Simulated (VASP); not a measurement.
Set up this calculation in VASP 6.6.1, as the native input.

```yaml
Task: relaxation of cell and atoms
Functional: PBE
Potentials_or_basis: VASP PAW PBE potentials, release 64 (Zr_sv)
Cutoff: 600 eV
k_mesh: 8 × 8 × 11
Occupations: fermi-dirac, width 0.05 eV
Spin: no spin polarisation
Target_pressure: 64 GPa
Dipole_correction: no
Further_INCAR_settings: ALGO = Normal; EDIFF = 1e-06; IBRION = 2; EDIFFG = -0.005; NSW = 60; ISIF = 3
```

The structure of Zr lies in POSCAR:

```
Zr
1.0
    4.4735039130      0.0000000000      0.0000000000
   -2.2367519565      3.8741680326      0.0000000000
    0.0000000000      0.0000000000      2.7735724261
Zr
3
Direct
    0.0000000000      0.0000000000      0.0000000000
    0.3333333333      0.6666666667      0.5000000000
    0.6666666667      0.3333333333      0.5000000000
```

This isn't the form of Zr at room conditions, which is hcp.

One way to write it, as run:

INCAR

```
SYSTEM = Zr
PREC     = Accurate       ! precision mode
ENCUT    = 600            ! plane-wave cutoff, eV
EDIFF    = 1E-6           ! SCF threshold, eV
ISMEAR   = -1             ! smearing method
SIGMA    = 0.05           ! smearing width, eV
LREAL    = .FALSE.        ! projectors in reciprocal space
LASPH    = .TRUE.         ! aspherical terms in the spheres
NELM     = 80             ! most SCF steps
ALGO     = Normal         ! electronic algorithm
ISIF     = 3              ! what is computed and relaxed
LWAVE    = .FALSE.        ! write WAVECAR
LCHARG   = .FALSE.        ! write CHGCAR
GGA      = PE             ! functional
IBRION   = 2              ! ionic algorithm
NSW      = 60             ! ionic steps
EDIFFG   = -0.005         ! ionic threshold
PSTRESS  = 640.0
```

KPOINTS

```
regular mesh
0
G
  8 8 11
  0 0 0
```

Potentials or basis: VASP PAW PBE potentials, release 64 (Zr_sv).

Command:

```sh
$ cat potpaw_PBE.64/Zr_sv/POTCAR > POTCAR
$ mpirun -np 1 vasp_std > vasp.out
```

Results of the run:

```
Relaxed volume                                             : 16.05 Å³/atom
Relaxed cell                                               : a = 4.488 Å, b = 4.488 Å, c = 2.760 Å, α = 90.00°, β = 90.00°, γ = 120.00°
Space group after relaxing (to 0.1 Å)                      : P6/mmm (No. 191)
Energy change on relaxing (the run minimises the enthalpy) : -11.0 meV/atom
Ionic steps                                                : 5
Pressure after relaxing                                    : 64.0 GPa
Band gap on the k mesh                                     : zero (bands 18 and 19 overlap by 1.07 eV)
```

Caveat: the cell is relaxed towards a set pressure, so the run minimises the enthalpy, not the energy.

It took 2.9 min on 1 thread of Intel(R) Xeon(R) Platinum 8259CL CPU @ 2.50GHz (Skylake/Cascade Lake) (shared host), peak memory 0.22 GiB.
